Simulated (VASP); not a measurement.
Runs of VASP 6.6.1 on TiO2. The structure is tetragonal, space group I4/m (No. 87). Conventional cell: a = 8.702 Å, b = 8.702 Å, c = 3.775 Å, α = 90.00°, β = 90.00°, γ = 90.00°. Ti (site symmetry m) has 6 O at 1.80 to 2.26 Å within 2.4 Å. Within 2.7 Å of O (site symmetry m) lie 4 Ti at 1.95 to 2.26 Å and 5 O at 2.62 to 2.65 Å. Within 2.4 Å of O (site symmetry m) lie 2 Ti at 1.80 to 1.81 Å. 

```tsv
level	potentials or basis	k mesh	smearing	gap on the mesh (eV)	pressure (GPa)	largest force (eV/Å)
PBE	VASP PAW PBE potentials, release 64 (Ti_sv, O)	8 × 8 × 8	gaussian 0.015 eV	1.62	3.8	0.11
PBE	VASP PAW PBE potentials, release 64 (Ti_sv, O)	8 × 8 × 8	fermi-dirac 0.05 eV	1.62	3.8	0.11
LDA	VASP PAW LDA potentials, release 64 (Ti_sv, O)	8 × 8 × 8	fermi-dirac 0.05 eV	1.50	-6.7	0.06
revPBE	VASP PAW PBE potentials, release 64 (Ti_sv, O)	8 × 8 × 8	fermi-dirac 0.05 eV	(a)	6.9	0.14
PBE	VASP PAW PBE potentials, release 64 (Ti_sv, O)	8 × 8 × 8	gaussian 0.013 eV	1.62	3.8	0.11
PBE	VASP PAW PBE potentials, release 64 (Ti_sv, O)	6 × 6 × 6	fermi-dirac 0.05 eV	1.62	3.8	0.11
PBE	VASP PAW PBE potentials, release 64 (Ti_sv, O)	8 × 8 × 8	gaussian 0.014 eV	1.62	3.8	0.11
```

Alike in all rows: task single point; no spin polarisation; cell as given; cutoff (eV) 520.

Question: Estimate the missing entries.

Answer: (a) 1.66.

Caveats: the cell stands under pressure (at least some runs); the cell stands under tension (at least some runs); the PAW data sets were made with another functional, which shifts forces and pressure a little (at least some runs).

A k mesh can miss the band edges.
